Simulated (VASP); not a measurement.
Input of a VASP 6.6.1 run:

File INCAR:

```
SYSTEM = TiO2
  PREC = Accurate
  ENCUT = 520
  EDIFF = 1E-6
  ISMEAR = 0
  SIGMA = 0.05
  LREAL = .FALSE.
  LASPH = .TRUE.
  NELM = 150
  ALGO = Normal
  ISIF = 2
  LWAVE = .FALSE.
  LCHARG = .FALSE.
  LMAXMIX = 4
  LDAU = .TRUE.
  LDAUTYPE = 2
  LDAUL = 2 -1
  LDAUU = 4 0
  LDAUJ = 0 0
  LDAUPRINT = 1
  GGA = PE
  NBANDS = 33
```

Contents of KPOINTS:

```
Automatic mesh
0
G
  8 8 8
  0 0 0
```

POSCAR

```
TiO2
1.0
   -1.9530452893      1.9530452893      4.6701218957
    1.9530452893     -1.9530452893      4.6701218957
    1.9530452893      1.9530452893     -4.6701218957
Ti O
2 4
Direct
    0.0000000000      0.0000000000      0.0000000000
    0.7500000000      0.2500000000      0.5000000000
    0.1898900642      0.1898900642      0.0000000000
    0.9398900642      0.4398900642      0.5000000000
    0.5601099358      0.0601099358      0.5000000000
    0.8101099358      0.8101099358      0.0000000000
```

Potentials or basis: VASP PAW PBE potentials, release 64 (Ti_sv, O).

Run with:

```bash
$ cat potpaw_PBE.64/Ti_sv/POTCAR potpaw_PBE.64/O/POTCAR > POTCAR
$ mpirun -np 1 vasp_std > vasp.out
```

Task: Estimate the band gap on the k mesh.

Result: 2.81 eV (least direct gap 2.98 eV).

Task: Estimate the largest force.

Result: 5.511 eV/Å.

Task: Estimate the pressure.

Result: 25.5 GPa.

Stress tensor (GPa, compression positive):
```
 3.99  0.00  0.00
 0.00  3.99  0.00
 0.00  0.00 68.64
```

Caveat: the cell stands under pressure; forces of over 1 eV/Å act on the atoms, so gaps and moduli don't describe the material at rest. A k mesh can miss the band edges.
